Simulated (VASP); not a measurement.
# ScBPd3: single point with PBE

Crystal: ScBPd3.

```xyz
5
Lattice="4.2350 0.0000 0.0000 0.0000 4.2350 0.0000 0.0000 0.0000 4.2350" Properties=species:S:1:pos:R:3 pbc="T T T"
Sc    0.0000    0.0000    0.0000
B     2.1175    2.1175    2.1175
Pd    0.0000    2.1175    2.1175
Pd    2.1175    2.1175    0.0000
Pd    2.1175    0.0000    2.1175
```

```yaml
Program: VASP 6.6.1
Task: single point
Functional: PBE
Potentials_or_basis: VASP PAW PBE potentials, release 64 (Sc_sv, B, Pd)
Cutoff: 520 eV
k_mesh: 6 × 6 × 6
Occupations: methfessel-paxton, width 0.3 eV
Spin: no spin polarisation
```

```
Pressure               : -0.9 GPa
Band gap on the k mesh : zero (band 22 reaches 8.41 eV, above the bottom of band 23 at 6.65 eV)
```

Levels at points of the mesh, in eV from the Fermi level:
| k point | band 18 | band 19 | band 20 | band 21 | band 22 | band 23 | band 24 | band 25 | band 26 | band 27 |
| --- | --- | --- | --- | --- | --- | --- | --- | --- | --- | --- |
| (0.00, 0.00, 0.00) | -1.54 | -1.54 | -1.54 | -1.54 | -1.54 | -1.54 | 1.18 | 1.18 | 2.08 | 2.08 |
| (0.50, 0.00, 0.00) | -2.69 | -2.69 | -2.27 | -1.54 | 0.23 | 0.23 | 0.90 | 1.37 | 1.78 | 1.78 |
| (0.50, 0.50, 0.00) | -2.77 | -2.62 | -2.40 | -1.49 | -0.34 | -0.34 | 0.83 | 0.83 | 1.37 | 1.65 |
| (0.50, 0.50, 0.50) | -1.66 | -1.66 | -1.66 | -0.12 | -0.12 | -0.12 | 0.29 | 0.29 | 0.29 | 1.87 |

Run time: 37 s on 1 thread of Intel Xeon 6975P-C (shared host), peak memory 0.2 GiB.
